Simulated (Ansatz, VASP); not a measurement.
# NaHgF3: VASP beside Ansatz

File INCAR:

```
PREC = Accurate ; ENCUT = 520
EDIFF = 1E-6 ; ISMEAR = -1
SIGMA = 0.02 ; LREAL = False
LASPH = True ; NELM = 100
ALGO = Normal ; ISIF = 2
LWAVE = False ; LCHARG = False
GGA = PE ; NBANDS = 28
```

Contents of KPOINTS:

```
Automatic mesh
0
Gamma
  6 6 6
```

The input POSCAR:

```
NaHgF3
1.0
    4.4988204031      0.0000000000      0.0000000000
    0.0000000000      4.4988204031      0.0000000000
    0.0000000000      0.0000000000      4.4988204031
Na Hg F
1 1 3
Direct
    0.0000000000      0.0000000000      0.0000000000
    0.5000000000      0.5000000000      0.5000000000
    0.5000000000      0.5000000000      0.0000000000
    0.5000000000      0.0000000000      0.5000000000
    0.0000000000      0.5000000000      0.5000000000
```

Input for Ansatz:

```yaml
crystal:
  lattice:
    - [4.4988204031, 0.0, 0.0]
    - [0.0, 4.4988204031, 0.0]
    - [0.0, 0.0, 4.4988204031]
  atoms:
    - { symbol: Na, position: [0.0, 0.0, 0.0] }
    - { symbol: Hg, position: [0.5, 0.5, 0.5] }
    - { symbol: F, position: [0.5, 0.5, 0.0] }
    - { symbol: F, position: [0.5, 0.0, 0.5] }
    - { symbol: F, position: [0.0, 0.5, 0.5] }
kpoints:
  mp_grid: { grid: [6, 6, 6] }
  band_path:
    path: [[0.0, 0.0, 0.0], [0.0, 0.5, 0.0], [0.5, 0.5, 0.0], [0.5, 0.5, 0.5]]
    npoints: 1
hamiltonian:
  xc: pbe
scf:
  occupations: { method: fermi_dirac, width: 0.02 }
  n_extra_bands: 5
output:
  forces: true
  stress: true
  eigenvalues: true
```

Alike in both runs: task single point; functional PBE; k mesh 6 × 6 × 6; occupations fermi-dirac, width 0.02 eV; no spin polarisation.

```csv
,VASP,Ansatz
version,VASP 6.6.1,Ansatz 0.2.0
potentials or method,"VASP PAW PBE potentials, release 64 (Na_pv, Hg, F)","plane waves, PAW"
plane-wave cutoff (eV),520,420
valence electrons in the cell,40,50
```

Ansatz gave:

| Quantity | Value |
| --- | --- |
| pressure (GPa) | 2.3 |

**Question.** Which values does VASP return?

**Answer.** Pressure (GPa): 2.7.

With one functional, cell and mesh, what is left measures potentials, basis and numerics. VASP's potentials hold 40 valence electrons a cell and Ansatz's 50, so a difference there can come from the potentials and not from the codes.

Neither program's run includes spin-orbit coupling.
